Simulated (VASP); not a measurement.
# Ta2N (P-31m) in VASP: further runs

Ta2N is run at these levels: LDA; tasks: single point.

Program: VASP 6.6.1. These are calculated values, not measurements. Logs are shortened: lines on timing, memory, paths and dates and some standing lists are left out, and cuts for length are marked.

### Step 1. The cell of the first run

Symmetry: P-31m, No. 162, trigonal system. Conventional cell: a = 5.229 Å, b = 5.229 Å, c = 4.884 Å, α = 90.00°, β = 90.00°, γ = 120.00°. Ta (site symmetry m) has 3 N at 2.12 to 2.14 Å within 2.8 Å. N (site symmetry 32) has 6 Ta at 2.14 Å within 2.8 Å. Within 2.8 Å of N (site symmetry -3m) lie 6 Ta at 2.12 Å.

### Step 2. Single point, LDA

File INCAR:

```
PREC = Accurate
ENCUT = 520
EDIFF = 1E-6
ISMEAR = 0
SIGMA = 0.1
LREAL = False
LASPH = True
NELM = 60
ALGO = Normal
ISIF = 2
LWAVE = False
LCHARG = False
GGA = CA
NBANDS = 50
```

File KPOINTS:

```
regular mesh
0
Gamma
  9 9 8
```

File POSCAR:

```
Ta2N
1.0
    5.2288597096      0.0000000000      0.0000000000
   -2.6144298548      4.5283253413      0.0000000000
    0.0000000000      0.0000000000      4.8835331142
Ta N
6 3
Direct
    0.6669289619      0.6669289619      0.7526041962
    0.0000000000      0.3330710381      0.7526041962
    0.3330710381      0.0000000000      0.7526041962
    0.3330710381      0.3330710381      0.2473958038
    0.0000000000      0.6669289619      0.2473958038
    0.6669289619      0.0000000000      0.2473958038
    0.6666666667      0.3333333333      0.5000000000
    0.3333333333      0.6666666667      0.5000000000
    0.0000000000      0.0000000000      0.0000000000
```

Potentials or basis: VASP PAW LDA potentials, release 64 (Ta_pv, N).

On the command line:

```
cat potpaw_LDA.64/Ta_pv/POTCAR potpaw_LDA.64/N/POTCAR > POTCAR
mpirun -np 1 vasp_std > vasp.out
```

OUTCAR:

```text
PREC = Accurate
   ENCUT = 520
   EDIFF = 1E-6
   ISMEAR = 0
   LREAL = False
   LASPH = True
   NELM = 60
   ISIF = 2
   GGA = CA

 ion  position               nearest neighbor table
   1  0.667  0.667  0.753-   9 2.12   7 2.14   8 2.14   6 2.98   5 2.98   4 2.98   2 3.02   3 3.02
                             6 3.02   5 3.02   3 3.02   2 3.02   2 3.02   3 3.02   4 3.02
   2  0.000  0.333  0.753-   9 2.12   7 2.14   8 2.14   6 2.98   4 2.98   5 2.98   1 3.02   3 3.02
                             6 3.02   4 3.02   3 3.02   1 3.02   1 3.02   3 3.02   5 3.02
   3  0.333  0.000  0.753-   9 2.12   8 2.14   7 2.14   5 2.98   4 2.98   6 2.98   2 3.02   1 3.02
                             5 3.02   4 3.02   2 3.02   1 3.02   1 3.02   2 3.02   6 3.02
   4  0.333  0.333  0.247-   9 2.12   8 2.14   7 2.14   3 2.98   2 2.98   1 2.98   5 3.02   6 3.02
                             3 3.02   2 3.02   6 3.02   5 3.02   5 3.02   6 3.02   1 3.02
   5  0.000  0.667  0.247-   9 2.12   8 2.14   7 2.14   3 2.98   1 2.98   2 2.98   4 3.02   6 3.02
                             3 3.02   1 3.02   6 3.02   4 3.02   4 3.02   6 3.02   2 3.02
   6  0.667  0.000  0.247-   9 2.12   7 2.14   8 2.14   2 2.98   1 2.98   3 2.98   5 3.02   4 3.02
                             2 3.02   1 3.02   5 3.02   4 3.02   4 3.02   5 3.02   3 3.02
   7  0.667  0.333  0.500-   6 2.14   2 2.14   5 2.14   3 2.14   1 2.14   4 2.14
   8  0.333  0.667  0.500-   3 2.14   5 2.14   2 2.14   6 2.14   4 2.14   1 2.14
   9  0.000  0.000  0.000-   1 2.12   2 2.12   4 2.12   5 2.12   3 2.12   6 2.12

  LATTYP: Found a hexagonal cell.
 ALAT       =     5.2288597096
 C/A-ratio  =     0.9339575711

  Lattice vectors:

 A1 = (   5.2288597096,   0.0000000000,   0.0000000000)
 A2 = (  -2.6144298548,   4.5283253413,   0.0000000000)
 A3 = (   0.0000000000,   0.0000000000,   4.8835331142)

Analysis of symmetry for initial positions (statically):
=====================================================================
 Subroutine PRICEL returns:
 Original cell was already a primitive cell.

 Routine SETGRP: Setting up the symmetry group for a
 hexagonal supercell.

 Subroutine GETGRP returns: Found 12 space group operations
 (whereof 12 operations were pure point group operations)
 out of a pool of 24 trial point group operations.

The static configuration has the point symmetry D_3d.

Analysis of symmetry for dynamics (positions and initial velocities):
=====================================================================
 Subroutine PRICEL returns:
 Original cell was already a primitive cell.

 Routine SETGRP: Setting up the symmetry group for a
 hexagonal supercell.

 Subroutine GETGRP returns: Found 12 space group operations
 (whereof 12 operations were pure point group operations)
 out of a pool of 24 trial point group operations.

The dynamic configuration has the point symmetry D_3d.

 Subroutine INISYM returns: Found 12 space group operations
 (whereof 12 operations are pure point group operations),
 and found     1 'primitive' translations

----------------------------------------------------------------------------------------

                                     Primitive cell

  volume of cell :     115.6322

  direct lattice vectors                    reciprocal lattice vectors
     5.228859710  0.000000000  0.000000000     0.191246286  0.110416095  0.000000000
    -2.614429855  4.528325341  0.000000000     0.000000000  0.220832190  0.000000000
     0.000000000  0.000000000  4.883533114     0.000000000  0.000000000  0.204769780

  length of vectors
     5.228859710  5.228859710  4.883533114     0.220832190  0.220832190  0.204769780

  position of ions in fractional coordinates (direct lattice)
     0.666928962  0.666928962  0.752604196
     0.000000000  0.333071038  0.752604196
     0.333071038  0.000000000  0.752604196
     0.333071038  0.333071038  0.247395804
     0.000000000  0.666928962  0.247395804
     0.666928962  0.000000000  0.247395804
     0.666666667  0.333333333  0.500000000
     0.333333333  0.666666667  0.500000000
     0.000000000  0.000000000  0.000000000

  ion indices of the primitive-cell ions
   primitive index   ion index
                 1           1
                 2           2
                 3           3
                 4           4
                 5           5
                 6           6
                 7           7
                 8           8
                 9           9

----------------------------------------------------------------------------------------

 KPOINTS: regular mesh

Automatic generation of k-mesh.
 Grid dimensions read from file:
 generate k-points for:    9    9    8

 Generating k-lattice:

  Cartesian coordinates                     Fractional coordinates (reciprocal lattice)
     0.021249587  0.012268455  0.000000000     0.111111111  0.000000000  0.000000000
     0.000000000  0.024536910  0.000000000     0.000000000  0.111111111  0.000000000
     0.000000000  0.000000000  0.025596222     0.000000000  0.000000000  0.125000000

  Length of vectors
     0.024536910  0.024536910  0.025596222

  Shift w.r.t. Gamma in fractional coordinates (k-lattice)
     0.000000000  0.000000000  0.000000000

 Subroutine IBZKPT returns following result:
 ===========================================

 Found     81 irreducible k-points:

 Following reciprocal coordinates:
            Coordinates               Weight
  0.000000  0.000000  0.000000      1.000000
  0.111111  0.000000  0.000000      6.000000
  0.222222  0.000000  0.000000      6.000000
  0.333333  0.000000  0.000000      6.000000
  0.444444  0.000000  0.000000      6.000000
  0.111111  0.111111  0.000000      6.000000
[... 16 lines left out ...]
 -0.111111  0.444444  0.125000     12.000000
  0.444444  0.111111  0.125000      6.000000
 [... further k-points ...]
   k-points           NKPTS =     81   k-points in BZ     NKDIM =     81   number of bands    NBANDS=     50
   number of dos      NEDOS =    301   number of ions     NIONS =      9
   total plane-waves  NPLWV =  57600
   dimension x,y,z NGX =    40 NGY =   40 NGZ =   36
   dimension x,y,z NGXF=    80 NGYF=   80 NGZF=   72
   ions per type =               6   3
   NGX,Y,Z   is equivalent  to a cutoff of  12.72, 12.72, 12.26 a.u.
   NGXF,Y,Z  is equivalent  to a cutoff of  25.44, 25.44, 24.51 a.u.
 SYSTEM =  unknown system
   PREC   = accura    normal or accurate (medium, high low for compatibility)
   ISTART =      0    job   : 0-new  1-cont  2-samecut
   ICHARG =      2    charge: 1-file 2-atom 10-const
   ISPIN  =      1    spin polarized calculation?
   LNONCOLLINEAR =      F non collinear calculations
   LSORBIT =      F    spin-orbit coupling
   LASPH  =      T    aspherical Exc in radial PAW
   ENCUT  =  520.0 eV  38.22 Ry    6.18 a.u.   9.72  9.72  9.08*2*pi/ulx,y,z
   NELM   =     60;   NELMIN=  2; NELMDL= -5     # of ELM steps
   EDIFF  = 0.1E-05   stopping-criterion for ELM
   LREAL  =      F    real-space projection
   EDIFFG = 0.1E-04   stopping-criterion for IOM
   NSW    =      0    number of steps for IOM
   IBRION =     -1    ionic relax: 0-MD 1-quasi-New 2-CG
   NFREE  =      0    steps in history (QN), initial steepest desc. (CG)
   ISIF   =      2    stress and relaxation
   ISYM   =      2    0-nonsym 1-usesym 2-fastsym
   POTIM  = 0.5000    time-step for ionic-motion
   TEBEG  =    0.0;   TEEND  =   0.0 temperature during run
   PSTRESS=    0.0 pullay stress
   NELECT =      81.0000    total number of electrons
   NUPDOWN=      -1.0000    fix difference up-down
   EMIN   =  10.00;   EMAX   =-10.00  energy-range for DOS
   EFERMI =   0.00;   METHOD = LEGACY
   ISMEAR =     0;   SIGMA  =   0.10  broadening in eV -4-tet -1-fermi 0-gaus
   EFERMI_NEDOS =   21; number of points for ismear=-14 and -15
   IALGO  =     38    algorithm
   IMIX   =      4    mixing-type and parameters
     AMIX     =   0.40;   BMIX     =  1.00
     AMIX_MAG =   1.60;   BMIX_MAG =  1.00
  volume/ion in A,a.u.               =      12.85        86.70
  Fermi-wavevector in a.u.,A,eV,Ry     =   1.453930  2.747530 28.761537  2.113913
  Thomas-Fermi vector in A             =   2.571140
   LORBIT       =      0    0 simple, 1 ext, 2 COOP (PROOUT), +10 PAW based schemes
   GGA     = CA    functional components
   LHFCALC =     F    Hartree Fock is set to
   AEXX    =    0.0000 exact exchange contribution
   IVDW    =     0    specifies the selected vdW correction
   LEPSILON=     F    determine dielectric tensor
   LRPA    =     F    only Hartree local field effects (RPA)
 non-spin polarized calculation
 Gauss-broadening in eV      SIGMA  =   0.10
  energy-cutoff  :      520.00
  volume of cell :      115.63
 maximum number of plane-waves:      3175
   NGX = 19   NGY = 19   NGZ = 19

 number of electron      81.0000008 magnetization

 Free energy of the ion-electron system (eV)
  ---------------------------------------------------
  ext. energy  EPLUGINS =         0.00000000
  ---------------------------------------------------
  free energy    TOTEN  =      -114.08937135 eV

  energy without entropy =     -114.07604799  energy(sigma->0) =     -114.08270967

 E-fermi :   7.7252     XC(G=0): -13.3473

 val. band max:        7.7174285633   @ k =   0.3333   0.0000   0.0000
 cond. band min:       7.7279544442   @ k =  -0.2222   0.4444   0.1250
 fundamental gap:      0.0105258809
 Fermi energy:         7.7251679657

 k-point     1 :       0.0000    0.0000    0.0000
  band No.  band energies     occupation
      1     -27.8744      2.00000
      2     -27.4390      2.00000
      3     -27.2437      2.00000
      4     -27.2437      2.00000
      5     -27.2288      2.00000
      6     -27.2288      2.00000
[... 42 lines left out ...]
     49      10.9681      0.00000
     50      11.3925      0.00000
[... 1217 lines left out ...]
     49      10.8337      0.00000
     50      11.1442      0.00000

 [... further k-points ...]

------------------------ aborting loop because EDIFF is reached ----------------------------------------

  FORCE on cell =-STRESS in cart. coord.  units (eV):
  Direction    XX          YY          ZZ          XY          YZ          ZX
  --------------------------------------------------------------------------------------
  -------------------------------------------------------------------------------------
  Total        1.1397324      1.1397324      1.1581875      0.0000000     -0.0000000      0.0000000
  in kB       15.7919126     15.7919126     16.0476228      0.0000000     -0.0000000      0.0000000
  external PRESSURE =      15.8771493 kB  Pullay stress =       0.0000000 kB

 VOLUME and BASIS-vectors are now :
 -----------------------------------------------------------------------------
  energy-cutoff  :      520.00
  volume of cell :      115.63
      direct lattice vectors                 reciprocal lattice vectors
     5.228859710  0.000000000  0.000000000     0.191246286  0.110416095  0.000000000
    -2.614429855  4.528325341  0.000000000     0.000000000  0.220832190  0.000000000
     0.000000000  0.000000000  4.883533114     0.000000000  0.000000000  0.204769780

 POSITION                                       TOTAL-FORCE (eV/Angst)
 -----------------------------------------------------------------------------------
      1.74364      3.02007      3.67537        -0.003756     -0.006505      0.014947
     -0.87079      1.50825      3.67537        -0.003756      0.006505      0.014947
      1.74158      0.00000      3.67537         0.007512     -0.000000      0.014947
      0.87079      1.50825      1.20817         0.003756      0.006505     -0.014947
     -1.74364      3.02007      1.20817         0.003756     -0.006505     -0.014947
      3.48728      0.00000      1.20817        -0.007512      0.000000     -0.014947
      2.61443      1.50944      2.44177         0.000000      0.000000     -0.000000
     -0.00000      3.01888      2.44177         0.000000     -0.000000      0.000000
      0.00000      0.00000      0.00000        -0.000000      0.000000      0.000000
 -----------------------------------------------------------------------------------
    total drift:                                0.000000     -0.000000      0.000000

  FREE ENERGIE OF THE ION-ELECTRON SYSTEM (eV)
  ---------------------------------------------------
  free  energy   TOTEN  =      -114.0893713468 eV

  energy  without entropy=     -114.0760479945  energy(sigma->0) =     -114.08270967
```

Wall time 16 min (1 thread of Oxide Virtual Turin-like, shared host); peak memory 0.39 GiB.

Results:

| Quantity | Value |
| --- | --- |
| Free energy | -114.0894 eV |
| Pressure | 1.6 GPa |
| Largest force | 0.017 eV/Å |

Forces in eV/Å, atoms in the order of the input:
```
Ta  -0.004 -0.007  0.015
Ta  -0.004  0.007  0.015
Ta   0.008  0.000  0.015
Ta   0.004  0.007 -0.015
Ta   0.004 -0.007 -0.015
Ta  -0.008  0.000 -0.015
N    0.000  0.000  0.000
N    0.000  0.000  0.000
N    0.000  0.000  0.000
```

Caveat: spin-orbit coupling is left out, which moves the levels of the heavy elements.

### Step 3. Single point, LDA

File INCAR:

```
SYSTEM = Ta2N
PREC = Accurate ; ENCUT = 520
EDIFF = 1E-6 ; ISMEAR = 0
SIGMA = 0.15 ; LREAL = .False.
LASPH = .True. ; NELM = 100
ALGO = Normal ; ISIF = 2
LWAVE = .False. ; LCHARG = .False.
NBANDS = 50
```

File KPOINTS:

```
regular mesh
0
Gamma
  9 9 8
  0 0 0
```

POSCAR is that of step 2.

Potentials or basis: VASP PAW LDA potentials, release 64 (Ta_pv, N).

On the command line:

```
cat potpaw_LDA.64/Ta_pv/POTCAR potpaw_LDA.64/N/POTCAR > POTCAR
mpirun -np 1 vasp_std > vasp.out
```

Run time: 16 min. Hardware: 1 thread of Oxide Virtual Turin-like, shared host; peak memory 0.39 GiB.

Results (log left out):

- Free energy: -114.0982 eV
- Pressure: 1.6 GPa
- Largest force: 0.021 eV/Å

Forces on the atoms (eV/Å):
```
Ta  -0.006 -0.010  0.018
Ta  -0.006  0.010  0.018
Ta   0.011  0.000  0.018
Ta   0.006  0.010 -0.018
Ta   0.006 -0.010 -0.018
Ta  -0.011  0.000 -0.018
N    0.000  0.000  0.000
N    0.000  0.000  0.000
N    0.000  0.000  0.000
```

Stress tensor (GPa, compression positive):
```
1.56 0.00 0.00
0.00 1.56 0.00
0.00 0.00 1.66
```

Levels at points of the mesh, in eV from the Fermi level:
| k point | band 38 | band 39 | band 40 | band 41 | band 42 | band 43 | band 44 | band 45 |
| --- | --- | --- | --- | --- | --- | --- | --- | --- |
| (0.00, 0.00, 0.00) | -0.90 | -0.50 | -0.50 | -0.38 | -0.16 | -0.16 | 0.70 | 0.70 |
| (0.00, 0.00, 0.50) | -1.73 | -1.42 | -1.42 | -1.02 | 0.62 | 0.62 | 0.81 | 2.12 |

Caveat: spin-orbit coupling is left out, which moves the levels of the heavy elements.
